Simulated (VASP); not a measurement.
# MgH2 (P4_2/mnm) in VASP: a series of runs

The runs below take MgH2 through single point, relaxation of cell and atoms, with PBE.

Everything below comes from runs of VASP 6.6.1. Logs are shortened: lines on timing, memory, paths and dates and some standing lists are left out, and cuts for length are marked.

### Step 1. The cell of the first run

The structure is tetragonal, space group P4_2/mnm (No. 136). Conventional cell: a = 4.517 Å, b = 4.517 Å, c = 3.021 Å, α = 90.00°, β = 90.00°, γ = 90.00°. Within 2.6 Å of Mg (site symmetry mmm) lie 6 H at 1.95 Å. Within 2.6 Å of H (site symmetry m2m) lie 3 Mg at 1.95 Å and 1 H at 2.48 Å.

### Step 2. Single point, PBE

File INCAR:

```
  PREC = Accurate
  ENCUT = 520
  EDIFF = 1E-6
  ISMEAR = 0
  SIGMA = 0.1
  LREAL = False
  LASPH = True
  NELM = 100
  ALGO = Normal
  ISIF = 2
  LWAVE = False
  LCHARG = True
  GGA = PE
  LELF = True
  LVHAR = True
  NBANDS = 13
```

File KPOINTS:

```
regular mesh
0
Gamma
  4 4 6
```

File POSCAR:

```
MgH2
1.0
    4.5168000000      0.0000000000      0.0000000000
    0.0000000000      4.5168000000      0.0000000000
    0.0000000000      0.0000000000      3.0205000000
Mg H
2 4
Direct
    0.0000000000      0.0000000000      0.0000000000
    0.5000000000      0.5000000000      0.5000000000
    0.3060000000      0.3060000000      0.0000000000
    0.1940000000      0.8060000000      0.5000000000
    0.6940000000      0.6940000000      0.0000000000
    0.8060000000      0.1940000000      0.5000000000
```

Potentials or basis: VASP PAW PBE potentials, release 64 (Mg, H).

Started as:

```sh
> cat potpaw_PBE.64/Mg/POTCAR potpaw_PBE.64/H/POTCAR > POTCAR
> mpirun -np 1 vasp_std > vasp.out
```

OUTCAR:

```text
PREC = Accurate
   ENCUT = 520
   EDIFF = 1E-6
   ISMEAR = 0
   LREAL = False
   LASPH = True
   NELM = 100
   ISIF = 2
   GGA = PE

 ion  position               nearest neighbor table
   1  0.000  0.000  0.000-   4 1.95   6 1.95   4 1.95   6 1.95   5 1.95   3 1.95   2 3.53   2 3.53
                             2 3.53   2 3.53   2 3.53   2 3.53   2 3.53   2 3.53
   2  0.500  0.500  0.500-   3 1.95   5 1.95   3 1.95   5 1.95   4 1.95   6 1.95   1 3.53   1 3.53
                             1 3.53   1 3.53   1 3.53   1 3.53   1 3.53   1 3.53
   3  0.306  0.306  0.000-   2 1.95   2 1.95   1 1.95
   4  0.194  0.806  0.500-   1 1.95   1 1.95   2 1.95
   5  0.694  0.694  0.000-   2 1.95   2 1.95   1 1.95
   6  0.806  0.194  0.500-   1 1.95   1 1.95   2 1.95

  LATTYP: Found a simple tetragonal cell.
 ALAT       =     4.5168000000
 C/A-ratio  =     0.6687256465

  Lattice vectors:

 A1 = (   4.5168000000,   0.0000000000,   0.0000000000)
 A2 = (   0.0000000000,   4.5168000000,   0.0000000000)
 A3 = (   0.0000000000,   0.0000000000,   3.0205000000)

Analysis of symmetry for initial positions (statically):
=====================================================================
 Subroutine PRICEL returns:
 Original cell was already a primitive cell.

 Routine SETGRP: Setting up the symmetry group for a
 simple tetragonal supercell.

 Subroutine GETGRP returns: Found 16 space group operations
 (whereof  8 operations were pure point group operations)
 out of a pool of 16 trial point group operations.

The static configuration has the point symmetry D_2h.
 The point group associated with its full space group is D_4h.

Analysis of symmetry for dynamics (positions and initial velocities):
=====================================================================
 Subroutine PRICEL returns:
 Original cell was already a primitive cell.

 Routine SETGRP: Setting up the symmetry group for a
 simple tetragonal supercell.

 Subroutine GETGRP returns: Found 16 space group operations
 (whereof  8 operations were pure point group operations)
 out of a pool of 16 trial point group operations.

The dynamic configuration has the point symmetry D_2h.
 The point group associated with its full space group is D_4h.

 Subroutine INISYM returns: Found 16 space group operations
 (whereof  8 operations are pure point group operations),
 and found     1 'primitive' translations

----------------------------------------------------------------------------------------

                                     Primitive cell

  volume of cell :      61.6227

  direct lattice vectors                    reciprocal lattice vectors
     4.516800000  0.000000000  0.000000000     0.221395678  0.000000000  0.000000000
     0.000000000  4.516800000  0.000000000     0.000000000  0.221395678  0.000000000
     0.000000000  0.000000000  3.020500000     0.000000000  0.000000000  0.331071015

  length of vectors
     4.516800000  4.516800000  3.020500000     0.221395678  0.221395678  0.331071015

  position of ions in fractional coordinates (direct lattice)
     0.000000000  0.000000000  0.000000000
     0.500000000  0.500000000  0.500000000
     0.306000000  0.306000000  0.000000000
     0.194000000  0.806000000  0.500000000
     0.694000000  0.694000000  0.000000000
     0.806000000  0.194000000  0.500000000

  ion indices of the primitive-cell ions
   primitive index   ion index
                 1           1
                 2           2
                 3           3
                 4           4
                 5           5
                 6           6

----------------------------------------------------------------------------------------

 KPOINTS: regular mesh

Automatic generation of k-mesh.
 Grid dimensions read from file:
 generate k-points for:    4    4    6

 Generating k-lattice:

  Cartesian coordinates                     Fractional coordinates (reciprocal lattice)
     0.055348920  0.000000000  0.000000000     0.250000000  0.000000000  0.000000000
     0.000000000  0.055348920  0.000000000     0.000000000  0.250000000  0.000000000
     0.000000000  0.000000000  0.055178502     0.000000000  0.000000000  0.166666667

  Length of vectors
     0.055348920  0.055348920  0.055178502

  Shift w.r.t. Gamma in fractional coordinates (k-lattice)
     0.000000000  0.000000000  0.000000000

 Subroutine IBZKPT returns following result:
 ===========================================

 Found     24 irreducible k-points:

 Following reciprocal coordinates:
            Coordinates               Weight
  0.000000  0.000000  0.000000      1.000000
  0.250000  0.000000  0.000000      4.000000
  0.500000  0.000000  0.000000      2.000000
  0.250000  0.250000  0.000000      4.000000
  0.500000  0.250000  0.000000      4.000000
  0.500000  0.500000  0.000000      1.000000
[... 16 lines left out ...]
  0.500000  0.250000  0.500000      4.000000
  0.500000  0.500000  0.500000      1.000000
   k-points           NKPTS =     24   k-points in BZ     NKDIM =     24   number of bands    NBANDS=     13
   number of dos      NEDOS =    301   number of ions     NIONS =      6
   total plane-waves  NPLWV =  31104
   dimension x,y,z NGX =    36 NGY =   36 NGZ =   24
   dimension x,y,z NGXF=    72 NGYF=   72 NGZF=   48
   ions per type =               2   4
   NGX,Y,Z   is equivalent  to a cutoff of  13.25, 13.25, 13.21 a.u.
   NGXF,Y,Z  is equivalent  to a cutoff of  26.50, 26.50, 26.42 a.u.
 SYSTEM =  unknown system
   PREC   = accura    normal or accurate (medium, high low for compatibility)
   ISTART =      0    job   : 0-new  1-cont  2-samecut
   ICHARG =      2    charge: 1-file 2-atom 10-const
   ISPIN  =      1    spin polarized calculation?
   LNONCOLLINEAR =      F non collinear calculations
   LSORBIT =      F    spin-orbit coupling
   LASPH  =      T    aspherical Exc in radial PAW
   ENCUT  =  520.0 eV  38.22 Ry    6.18 a.u.   8.40  8.40  5.62*2*pi/ulx,y,z
   NELM   =    100;   NELMIN=  2; NELMDL= -5     # of ELM steps
   EDIFF  = 0.1E-05   stopping-criterion for ELM
   LREAL  =      F    real-space projection
   EDIFFG = 0.1E-04   stopping-criterion for IOM
   NSW    =      0    number of steps for IOM
   IBRION =     -1    ionic relax: 0-MD 1-quasi-New 2-CG
   NFREE  =      0    steps in history (QN), initial steepest desc. (CG)
   ISIF   =      2    stress and relaxation
   ISYM   =      2    0-nonsym 1-usesym 2-fastsym
   POTIM  = 0.5000    time-step for ionic-motion
   TEBEG  =    0.0;   TEEND  =   0.0 temperature during run
   PSTRESS=    0.0 pullay stress
   NELECT =       8.0000    total number of electrons
   NUPDOWN=      -1.0000    fix difference up-down
   EMIN   =  10.00;   EMAX   =-10.00  energy-range for DOS
   EFERMI =   0.00;   METHOD = LEGACY
   ISMEAR =     0;   SIGMA  =   0.10  broadening in eV -4-tet -1-fermi 0-gaus
   EFERMI_NEDOS =   21; number of points for ismear=-14 and -15
   IALGO  =     38    algorithm
   IMIX   =      4    mixing-type and parameters
     AMIX     =   0.40;   BMIX     =  1.00
     AMIX_MAG =   1.60;   BMIX_MAG =  1.00
  volume/ion in A,a.u.               =      10.27        69.31
  Fermi-wavevector in a.u.,A,eV,Ry     =   0.828943  1.566475  9.349194  0.687146
  Thomas-Fermi vector in A             =   1.941405
   LORBIT       =      0    0 simple, 1 ext, 2 COOP (PROOUT), +10 PAW based schemes
   GGA     = PE    functional components
   LHFCALC =     F    Hartree Fock is set to
   AEXX    =    0.0000 exact exchange contribution
   IVDW    =     0    specifies the selected vdW correction
   LEPSILON=     F    determine dielectric tensor
   LRPA    =     F    only Hartree local field effects (RPA)
 non-spin polarized calculation
 Gauss-broadening in eV      SIGMA  =   0.10
  energy-cutoff  :      520.00
  volume of cell :       61.62
 maximum number of plane-waves:      1679
 NGX is ok and might be reduce to    36
   NGX = 17   NGY = 17   NGZ = 11

 number of electron       8.0000004 magnetization

 Free energy of the ion-electron system (eV)
  ---------------------------------------------------
  ext. energy  EPLUGINS =         0.00000000
  ---------------------------------------------------
  free energy    TOTEN  =       -17.65126303 eV

  energy without entropy =      -17.65126303  energy(sigma->0) =      -17.65126303

 E-fermi :  -0.2199     XC(G=0):  -8.3864

 val. band max:       -0.6672794734   @ k =   0.2500   0.0000   0.0000
 cond. band min:       3.2280351844   @ k =   0.5000   0.5000   0.5000
 fundamental gap:      3.8953146577
 Fermi energy:        -0.2199425860

 k-point     1 :       0.0000    0.0000    0.0000
  band No.  band energies     occupation
      1      -7.0298      2.00000
      2      -2.0454      2.00000
      3      -2.0454      2.00000
      4      -1.1083      2.00000
      5       4.1301      0.00000
      6       4.4699      0.00000
      7       8.5001      0.00000
      8       8.5001      0.00000
      9      10.3068      0.00000
     10      10.6053      0.00000
     11      11.5545      0.00000
     12      14.3978      0.00000
     13      14.3978      0.00000

 k-point     2 :       0.2500    0.0000    0.0000
  band No.  band energies     occupation
      1      -6.6191      2.00000
      2      -3.6035      2.00000
      3      -1.7772      2.00000
      4      -0.6673      2.00000
      5       4.1246      0.00000
      6       5.8494      0.00000
      7       6.5064      0.00000
      8       9.4216      0.00000
      9      10.9892      0.00000
     10      12.3491      0.00000
     11      12.7256      0.00000
     12      13.0288      0.00000
     13      13.9483      0.00000

 k-point     3 :       0.5000    0.0000    0.0000
  band No.  band energies     occupation
      1      -5.4228      2.00000
      2      -5.4228      2.00000
      3      -1.1158      2.00000
      4      -1.1158      2.00000
      5       4.7078      0.00000
      6       4.7078      0.00000
      7       9.4533      0.00000
      8       9.4533      0.00000
      9      11.0785      0.00000
     10      11.0785      0.00000
     11      12.1288      0.00000
     12      12.1288      0.00000
     13      15.2971      0.00000

 k-point     4 :       0.2500    0.2500    0.0000
  band No.  band energies     occupation
      1      -6.2178      2.00000
      2      -3.6065      2.00000
      3      -2.7792      2.00000
      4      -0.9898      2.00000
      5       5.0871      0.00000
      6       6.1936      0.00000
      7       7.4797      0.00000
      8       9.4186      0.00000
      9      11.3739      0.00000
     10      11.8113      0.00000
     11      12.6748      0.00000
     12      13.6012      0.00000
     13      13.6081      0.00000

 k-point     5 :       0.5000    0.2500    0.0000
  band No.  band energies     occupation
      1      -5.0635      2.00000
      2      -5.0635      2.00000
      3      -2.1316      2.00000
      4      -2.1316      2.00000
      5       6.1471      0.00000
      6       6.1471      0.00000
      7       9.6181      0.00000
      8       9.6181      0.00000
      9      11.2270      0.00000
     10      11.2270      0.00000
     11      12.5111      0.00000
     12      12.5111      0.00000
     13      13.9869      0.00000
[... 257 lines left out ...]
 k-point    22 :       0.2500    0.2500    0.5000
  band No.  band energies     occupation
      1      -3.1403      2.00000
      2      -3.0590      2.00000
      3      -1.3667      2.00000
      4      -1.1535      2.00000
      5       3.5082      0.00000
      6       4.3978      0.00000
      7       5.3272      0.00000
      8       6.0136      0.00000
      9       8.3925      0.00000
     10      10.1003      0.00000
     11      10.3584      0.00000
     12      11.7592      0.00000
     13      12.8130      0.00000

 k-point    23 :       0.5000    0.2500    0.5000
  band No.  band energies     occupation
      1      -2.7282      2.00000
      2      -2.7282      2.00000
      3      -1.5941      2.00000
      4      -1.5941      2.00000
      5       3.6092      0.00000
      6       3.6092      0.00000
      7       4.7443      0.00000
      8       4.7443      0.00000
      9       9.9038      0.00000
     10       9.9038      0.00000
     11      12.1378      0.00000
     12      12.1378      0.00000
     13      14.3593      0.00000

 k-point    24 :       0.5000    0.5000    0.5000
  band No.  band energies     occupation
      1      -2.5156      2.00000
      2      -2.5156      2.00000
      3      -1.5410      2.00000
      4      -1.5410      2.00000
      5       3.2280      0.00000
      6       3.2280      0.00000
      7       3.5631      0.00000
      8       3.5631      0.00000
      9      12.3061      0.00000
     10      12.3061      0.00000
     11      13.5976      0.00000
     12      13.5976      0.00000
     13      15.5107      0.00000

------------------------ aborting loop because EDIFF is reached ----------------------------------------

  FORCE on cell =-STRESS in cart. coord.  units (eV):
  Direction    XX          YY          ZZ          XY          YZ          ZX
  --------------------------------------------------------------------------------------
  -------------------------------------------------------------------------------------
  Total       -0.1204611     -0.1204611     -0.2108896     -0.0000000      0.0000000      0.0000000
  in kB       -3.1319645     -3.1319645     -5.4830886     -0.0000000      0.0000000      0.0000000
  external PRESSURE =      -3.9156725 kB  Pullay stress =       0.0000000 kB

 VOLUME and BASIS-vectors are now :
 -----------------------------------------------------------------------------
  energy-cutoff  :      520.00
  volume of cell :       61.62
      direct lattice vectors                 reciprocal lattice vectors
     4.516800000  0.000000000  0.000000000     0.221395678  0.000000000  0.000000000
     0.000000000  4.516800000  0.000000000     0.000000000  0.221395678  0.000000000
     0.000000000  0.000000000  3.020500000     0.000000000  0.000000000  0.331071015

 POSITION                                       TOTAL-FORCE (eV/Angst)
 -----------------------------------------------------------------------------------
      0.00000      0.00000      0.00000        -0.000000      0.000000      0.000000
      2.25840      2.25840      1.51025        -0.000000      0.000000      0.000000
      1.38214      1.38214      0.00000        -0.041471     -0.041471      0.000000
      0.87626      3.64054      1.51025         0.041471     -0.041471      0.000000
      3.13466      3.13466      0.00000         0.041471      0.041471      0.000000
      3.64054      0.87626      1.51025        -0.041471      0.041471      0.000000
 -----------------------------------------------------------------------------------
    total drift:                                0.000000      0.000000     -0.000000

  FREE ENERGIE OF THE ION-ELECTRON SYSTEM (eV)
  ---------------------------------------------------
  free  energy   TOTEN  =       -17.6512630318 eV

  energy  without entropy=      -17.6512630318  energy(sigma->0) =      -17.65126303
```

Run time: 9.4 s. Hardware: 1 thread of Intel Xeon Platinum 8488C (Sapphire Rapids), shared host; peak memory 0.18 GiB.

What came out:

```yaml
Free_energy: -17.6513 eV
Pressure: -0.4 GPa
Largest_force: 0.059 eV/Å
Band_gap_on_the_k_mesh: 3.90 eV, indirect (least direct gap 4.66 eV)
```

Forces in eV/Å, atoms in the order of the input:
```
Mg   0.000  0.000  0.000
Mg   0.000  0.000  0.000
H   -0.041 -0.041  0.000
H    0.041 -0.041  0.000
H    0.041  0.041  0.000
H   -0.041  0.041  0.000
```

Stress tensor (GPa, compression positive):
```
-0.31  0.00  0.00
 0.00 -0.31  0.00
 0.00  0.00 -0.55
```

A k mesh can miss the band edges.

### Step 3. Single point, PBE

This run uses another cell than the first one, of 10.25 Å³/atom, 0.998 times its volume.

File INCAR:

```
PREC     = Accurate       # precision mode
ENCUT    = 520            # plane-wave cutoff, eV
EDIFF    = 1E-6           # SCF threshold, eV
ISMEAR   = 0              # smearing method
SIGMA    = 0.02           # smearing width, eV
LREAL    = F              # projectors in reciprocal space
LASPH    = T              # aspherical terms in the spheres
NELM     = 100            # most SCF steps
ALGO     = Normal         # electronic algorithm
ISIF     = 2              # what is computed and relaxed
LWAVE    = F              # write WAVECAR
LCHARG   = F              # write CHGCAR
GGA      = PE             # functional
NBANDS   = 13             # bands
```

File KPOINTS:

```
regular mesh
0
Gamma
  6 6 8
```

File POSCAR:

```
MgH2
1.0
    4.5178551150      0.0000000000      0.0000000000
    0.0000000000      4.5178551150      0.0000000000
    0.0000000000      0.0000000000      3.0120664632
Mg H
2 4
Direct
    0.0000000000      0.0000000000      0.0000000000
    0.5000000000      0.5000000000      0.5000000000
    0.3044392695      0.3044392695      0.0000000000
    0.1955607305      0.8044392695      0.5000000000
    0.6955607305      0.6955607305      0.0000000000
    0.8044392695      0.1955607305      0.5000000000
```

Potentials or basis: VASP PAW PBE potentials, release 64 (Mg, H).

Started as:

```sh
> cat potpaw_PBE.64/Mg/POTCAR potpaw_PBE.64/H/POTCAR > POTCAR
> mpirun -np 1 vasp_std > vasp.out
```

It took 15 s on 1 thread of Intel Xeon Platinum 8488C (Sapphire Rapids), shared host; peak memory 0.19 GiB.

The run converged. Its results:

| Item | Value |
| --- | --- |
| Free energy | -17.6535 eV |
| Pressure | -0.3 GPa |
| Band gap on the k mesh | 3.80 eV, indirect (least direct gap 4.54 eV) |

Levels at points of the mesh, in eV from the valence-band top:
| k point | band 2 | band 3 | band 4 | band 5 | band 6 | band 7 |
| --- | --- | --- | --- | --- | --- | --- |
| (0.00, 0.00, 0.00) | -1.45 | -1.45 | -0.44 | 4.74 | 5.01 | 9.14 |
| (0.50, 0.00, 0.00) | -4.81 | -0.51 | -0.51 | 5.33 | 5.33 | 10.06 |
| (0.50, 0.50, 0.00) | -3.74 | -2.72 | -2.72 | 9.03 | 9.03 | 9.17 |
| (0.00, 0.00, 0.50) | -2.99 | -0.07 | -0.07 | 6.30 | 6.30 | 6.81 |
| (0.50, 0.00, 0.50) | -2.25 | -1.06 | -1.06 | 5.17 | 5.17 | 6.81 |
| (0.50, 0.50, 0.50) | -1.87 | -0.93 | -0.93 | 3.86 | 3.86 | 4.20 |

A k mesh can miss the band edges.

(Continued in part 2 of 2.)
